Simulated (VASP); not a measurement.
# Cd (P6_3/mmc) in VASP: notebook, part 2 of 2

VASP 6.6.1. Earlier steps stand in the parts before.

## Step 5: Single point, LDA (8.95 Å³/atom)

This run uses another cell than the first one, of 8.95 Å³/atom.

Input file INCAR:

```
SYSTEM = Cd
ALGO = Normal
EDIFF = 1E-6
ENCUT = 520
GGA = CA
ISIF = 2
ISMEAR = -1
LASPH = .True.
LCHARG = .True.
LELF = .True.
LREAL = .False.
LVHAR = .True.
LWAVE = .False.
NBANDS = 19
NELM = 80
PREC = Accurate
SIGMA = 0.1
```

Input file KPOINTS:

```
k-points
0
Gamma
  16 16 9
  0 0 0
```

Input file POSCAR:

```
Cd
1.0
    2.3412573242      0.0000000000      0.0000000000
   -1.1706286621      2.0275883196      0.0000000000
    0.0000000000      0.0000000000      3.7722062555
Cd
2
Direct
    0.3333333333      0.6666666667      0.2500000000
    0.6666666667      0.3333333333      0.7500000000
```

Potentials or basis: VASP PAW LDA potentials, release 64 (Cd).

Started as:

```sh
$ cat potpaw_LDA.64/Cd/POTCAR > POTCAR
$ mpirun -np 1 vasp_std > vasp.out
```

OUTCAR:

```text
SYSTEM = Cd
   EDIFF = 1E-6
   ENCUT = 520
   GGA = CA
   ISIF = 2
   ISMEAR = -1
   LASPH = .True.
   LREAL = .False.
   NELM = 80
   PREC = Accurate

 ion  position               nearest neighbor table
   1  0.333  0.667  0.250-   2 2.32   2 2.32   2 2.32   2 2.32   2 2.32   2 2.32   2 3.30   2 3.30
                             2 3.30   2 3.30   2 3.30   2 3.30
   2  0.667  0.333  0.750-   1 2.32   1 2.32   1 2.32   1 2.32   1 2.32   1 2.32   1 3.30   1 3.30
                             1 3.30   1 3.30   1 3.30   1 3.30

  LATTYP: Found a hexagonal cell.
 ALAT       =     2.3412573242
 C/A-ratio  =     1.6111882348

  Lattice vectors:

 A1 = (   2.3412573242,   0.0000000000,   0.0000000000)
 A2 = (  -1.1706286621,   2.0275883196,   0.0000000000)
 A3 = (   0.0000000000,   0.0000000000,   3.7722062555)

Analysis of symmetry for initial positions (statically):
=====================================================================
 Subroutine PRICEL returns:
 Original cell was already a primitive cell.

 Routine SETGRP: Setting up the symmetry group for a
 hexagonal supercell.

 Subroutine GETGRP returns: Found 24 space group operations
 (whereof 12 operations were pure point group operations)
 out of a pool of 24 trial point group operations.

The static configuration has the point symmetry D_3d.
 The point group associated with its full space group is D_6h.

Analysis of symmetry for dynamics (positions and initial velocities):
=====================================================================
 Subroutine PRICEL returns:
 Original cell was already a primitive cell.

 Routine SETGRP: Setting up the symmetry group for a
 hexagonal supercell.

 Subroutine GETGRP returns: Found 24 space group operations
 (whereof 12 operations were pure point group operations)
 out of a pool of 24 trial point group operations.

The dynamic configuration has the point symmetry D_3d.
 The point group associated with its full space group is D_6h.

 Subroutine INISYM returns: Found 24 space group operations
 (whereof 12 operations are pure point group operations),
 and found     1 'primitive' translations

----------------------------------------------------------------------------------------

                                     Primitive cell

  volume of cell :      17.9071

  direct lattice vectors                    reciprocal lattice vectors
     2.341257324  0.000000000  0.000000000     0.427120928  0.246598383  0.000000000
    -1.170628662  2.027588320  0.000000000     0.000000000  0.493196765  0.000000000
     0.000000000  0.000000000  3.772206255     0.000000000  0.000000000  0.265096851

  length of vectors
     2.341257324  2.341257324  3.772206255     0.493196765  0.493196765  0.265096851

  position of ions in fractional coordinates (direct lattice)
     0.333333333  0.666666667  0.250000000
     0.666666667  0.333333333  0.750000000

  ion indices of the primitive-cell ions
   primitive index   ion index
                 1           1
                 2           2

----------------------------------------------------------------------------------------

 KPOINTS: k-points

Automatic generation of k-mesh.
 Grid dimensions read from file:
 generate k-points for:   16   16    9

 Generating k-lattice:

  Cartesian coordinates                     Fractional coordinates (reciprocal lattice)
     0.026695058  0.015412399  0.000000000     0.062500000 -0.000000000  0.000000000
     0.000000000  0.030824798  0.000000000     0.000000000  0.062500000  0.000000000
     0.000000000  0.000000000  0.029455206     0.000000000  0.000000000  0.111111111

  Length of vectors
     0.030824798  0.030824798  0.029455206

  Shift w.r.t. Gamma in fractional coordinates (k-lattice)
     0.000000000  0.000000000  0.000000000

 Subroutine IBZKPT returns following result:
 ===========================================

 Found    150 irreducible k-points:

 Following reciprocal coordinates:
            Coordinates               Weight
  0.000000  0.000000  0.000000      1.000000
  0.062500  0.000000  0.000000      6.000000
  0.125000  0.000000  0.000000      6.000000
  0.187500 -0.000000  0.000000      6.000000
  0.250000  0.000000  0.000000      6.000000
  0.312500 -0.000000  0.000000      6.000000
[... 16 lines left out ...]
  0.187500  0.187500  0.000000      6.000000
  0.250000  0.187500  0.000000     12.000000
 [... further k-points ...]
   k-points           NKPTS =    150   k-points in BZ     NKDIM =    150   number of bands    NBANDS=     19
   number of dos      NEDOS =    301   number of ions     NIONS =      2
   total plane-waves  NPLWV =   9072
   dimension x,y,z NGX =    18 NGY =   18 NGZ =   28
   dimension x,y,z NGXF=    36 NGYF=   36 NGZF=   56
   ions per type =               2
   NGX,Y,Z   is equivalent  to a cutoff of  12.78, 12.78, 12.34 a.u.
   NGXF,Y,Z  is equivalent  to a cutoff of  25.56, 25.56, 24.68 a.u.
 SYSTEM =  Cd
   PREC   = accura    normal or accurate (medium, high low for compatibility)
   ISTART =      0    job   : 0-new  1-cont  2-samecut
   ICHARG =      2    charge: 1-file 2-atom 10-const
   ISPIN  =      1    spin polarized calculation?
   LNONCOLLINEAR =      F non collinear calculations
   LSORBIT =      F    spin-orbit coupling
   LASPH  =      T    aspherical Exc in radial PAW
   ENCUT  =  520.0 eV  38.22 Ry    6.18 a.u.   4.35  4.35  7.01*2*pi/ulx,y,z
   NELM   =     80;   NELMIN=  2; NELMDL= -5     # of ELM steps
   EDIFF  = 0.1E-05   stopping-criterion for ELM
   LREAL  =      F    real-space projection
   EDIFFG = 0.1E-04   stopping-criterion for IOM
   NSW    =      0    number of steps for IOM
   IBRION =     -1    ionic relax: 0-MD 1-quasi-New 2-CG
   NFREE  =      0    steps in history (QN), initial steepest desc. (CG)
   ISIF   =      2    stress and relaxation
   ISYM   =      2    0-nonsym 1-usesym 2-fastsym
   POTIM  = 0.5000    time-step for ionic-motion
   TEBEG  =    0.0;   TEEND  =   0.0 temperature during run
   PSTRESS=    0.0 pullay stress
   NELECT =      24.0000    total number of electrons
   NUPDOWN=      -1.0000    fix difference up-down
   EMIN   =  10.00;   EMAX   =-10.00  energy-range for DOS
   EFERMI =   0.00;   METHOD = LEGACY
   ISMEAR =    -1;   SIGMA  =   0.10  broadening in eV -4-tet -1-fermi 0-gaus
   EFERMI_NEDOS =   21; number of points for ismear=-14 and -15
   IALGO  =     38    algorithm
   IMIX   =      4    mixing-type and parameters
     AMIX     =   0.40;   BMIX     =  1.00
     AMIX_MAG =   1.60;   BMIX_MAG =  1.00
  volume/ion in A,a.u.               =       8.95        60.42
  Fermi-wavevector in a.u.,A,eV,Ry     =   1.804972  3.410902 44.326744  3.257924
  Thomas-Fermi vector in A             =   2.864766
   LORBIT       =      0    0 simple, 1 ext, 2 COOP (PROOUT), +10 PAW based schemes
   GGA     = CA    functional components
   LHFCALC =     F    Hartree Fock is set to
   AEXX    =    0.0000 exact exchange contribution
   IVDW    =     0    specifies the selected vdW correction
   LEPSILON=     F    determine dielectric tensor
   LRPA    =     F    only Hartree local field effects (RPA)
 non-spin polarized calculation
  energy-cutoff  :      520.00
  volume of cell :       17.91
 maximum number of plane-waves:       497
 NGX is ok and might be reduce to    18
   NGX =  9   NGY =  9   NGZ = 15

 number of electron      23.9999988 magnetization

 Free energy of the ion-electron system (eV)
  ---------------------------------------------------
  ext. energy  EPLUGINS =         0.00000000
  ---------------------------------------------------
  free energy    TOTEN  =        12.75128983 eV

  energy without entropy =       12.75488876  energy(sigma->0) =       12.75308929

 E-fermi :  16.3884     XC(G=0): -16.8435

 val. band max:       16.3539291180   @ k =   0.3125   0.1250   0.0000
 cond. band min:      16.4232922119   @ k =   0.3125   0.3125   0.3333
 fundamental gap:      0.0693630939
 Fermi energy:        16.3883678682

 k-point     1 :       0.0000    0.0000    0.0000
  band No.  band energies     occupation
      1      -4.8446      2.00000
      2      -4.2875      2.00000
      3      -0.8119      2.00000
      4      -0.7469      2.00000
      5      -0.7469      2.00000
      6      -0.0869      2.00000
[... 11 lines left out ...]
     18      37.0387      0.00000
     19      39.5215      0.00000
[... 489 lines left out ...]
      3      -2.5745      2.00000
      4      -1.1828      2.00000
      5      -1.0197      2.00000
      6       0.1490      2.00000
[... 11 lines left out ...]
     18      30.4927      0.00000
     19      32.3833      0.00000

 [... further k-points ...]

------------------------ aborting loop because EDIFF is reached ----------------------------------------

  FORCE on cell =-STRESS in cart. coord.  units (eV):
  Direction    XX          YY          ZZ          XY          YZ          ZX
  --------------------------------------------------------------------------------------
  -------------------------------------------------------------------------------------
  Total       59.7551111     59.7551111     59.8012188      0.0000000     -0.0000000      0.0000000
  in kB     5346.3979330   5346.3979332   5350.5232678      0.0000000     -0.0000000      0.0000000
  external PRESSURE =    5347.7730447 kB  Pullay stress =       0.0000000 kB

 VOLUME and BASIS-vectors are now :
 -----------------------------------------------------------------------------
  energy-cutoff  :      520.00
  volume of cell :       17.91
      direct lattice vectors                 reciprocal lattice vectors
     2.341257324  0.000000000  0.000000000     0.427120928  0.246598383  0.000000000
    -1.170628662  2.027588320  0.000000000     0.000000000  0.493196765  0.000000000
     0.000000000  0.000000000  3.772206255     0.000000000  0.000000000  0.265096851

 POSITION                                       TOTAL-FORCE (eV/Angst)
 -----------------------------------------------------------------------------------
     -0.00000      1.35173      0.94305         0.000000      0.000000      0.000000
      1.17063      0.67586      2.82915        -0.000000     -0.000000      0.000000
 -----------------------------------------------------------------------------------
    total drift:                               -0.000000      0.000000     -0.000000

  FREE ENERGIE OF THE ION-ELECTRON SYSTEM (eV)
  ---------------------------------------------------
  free  energy   TOTEN  =        12.7512898289 eV

  energy  without entropy=       12.7548887567  energy(sigma->0) =       12.75308929
```

OSZICAR:

```text
N       E                     dE             d eps       ncg     rms          rms(c)
DAV:   1     0.220596689813E+03    0.22060E+03   -0.14214E+04  5764   0.154E+03
DAV:   2     0.160942555904E+02   -0.20450E+03   -0.19997E+03  5907   0.404E+02
DAV:   3     0.120882568119E+02   -0.40060E+01   -0.39973E+01  6409   0.634E+01
DAV:   4     0.120780021767E+02   -0.10255E-01   -0.10254E-01  6205   0.306E+00
DAV:   5     0.120779777425E+02   -0.24434E-04   -0.24434E-04  6202   0.139E-01    0.609E+01
DAV:   6     0.125128782026E+02    0.43490E+00   -0.41127E-02  6471   0.405E+00    0.360E+01
DAV:   7     0.127501824835E+02    0.23730E+00   -0.32833E-02  6458   0.339E+00    0.492E-01
DAV:   8     0.127513287625E+02    0.11463E-02   -0.87956E-03  6139   0.133E+00    0.553E-02
DAV:   9     0.127513075807E+02   -0.21182E-04   -0.32387E-05  6439   0.452E-02    0.317E-02
DAV:  10     0.127512898172E+02   -0.17764E-04   -0.10969E-05  6179   0.295E-02    0.633E-03
DAV:  11     0.127512898289E+02    0.11769E-07   -0.58622E-07  3501   0.739E-03
   1 F= 0.12751290E+02 E0= 0.12753089E+02  d E =-.359893E-02
```

stdout:

```text
POSCAR found type information on POSCAR Cd
 POSCAR found :  1 types and       2 ions
 scaLAPACK will be used
 LDA part: xc-table for (Slater(with rela. corr.)+CA(PZ))
 , standard interpolation
 POSCAR, INCAR and KPOINTS ok, starting setup
 FFT: planning ... GRIDC
 FFT: planning ... GRID_SOFT
 FFT: planning ... GRID
 WAVECAR not read
 entering main loop
```

Run time: 16 s. Hardware: 1 thread of Intel Xeon 6975P-C (Granite Rapids), shared host; peak memory 0.14 GiB.

Results:

- Free energy: 12.7513 eV
- Pressure: 534.8 GPa
- Band gap on the k mesh: zero (bands 12 and 13 overlap by 2.73 eV)

Caveat: the cell stands under pressure.

## Step 6: Single point, LDA (10.94 Å³/atom)

This run uses another cell than the first one, of 10.94 Å³/atom.

Input file INCAR:

```
PREC = Accurate
ENCUT = 520
EDIFF = 1E-7
ISMEAR = -1
SIGMA = 0.1
LREAL = F
LASPH = T
NELM = 100
ALGO = Normal
ISIF = 2
LWAVE = F
LCHARG = F
NBANDS = 19
```

Input file KPOINTS:

```
regular mesh
0
Gamma
  16 16 9
```

Input file POSCAR:

```
Cd
1.0
    2.5038124142      0.0000000000      0.0000000000
   -1.2519062071      2.1683651570      0.0000000000
    0.0000000000      0.0000000000      4.0312555312
Cd
2
Direct
    0.3333333333      0.6666666667      0.2500000000
    0.6666666667      0.3333333333      0.7500000000
```

Potentials or basis: VASP PAW LDA potentials, release 64 (Cd).

Started as:

```sh
$ cat potpaw_LDA.64/Cd/POTCAR > POTCAR
$ mpirun -np 1 vasp_std > vasp.out
```

Run time: 20 s. Hardware: 1 thread of Intel Xeon 6975P-C (Granite Rapids), shared host; peak memory 0.16 GiB.

The run converged. Its results:

```yaml
Free_energy: 3.8056 eV
Pressure: 231.7 GPa
Band_gap_on_the_k_mesh: zero (bands 12 and 13 overlap by 2.47 eV)
```

Stress tensor (GPa, compression positive):
```
231.49   0.00   0.00
  0.00 231.49   0.00
  0.00   0.00 232.18
```

Levels at points of the mesh, in eV from the Fermi level:
```
           k point  band 8  band 9  band 10  band 11  band 12  band 13  band 14  band 15  band 16  band 17
(0.00, 0.00, 0.00)  -13.19  -13.19   -11.30   -11.30    -7.34    -0.16    13.20    16.57    16.67    18.62
(0.50, 0.00, 0.00)  -11.12  -10.90   -10.84    -6.46    -3.96     3.46     3.47     7.61     7.66     7.81
```

Caveat: the cell stands under pressure.
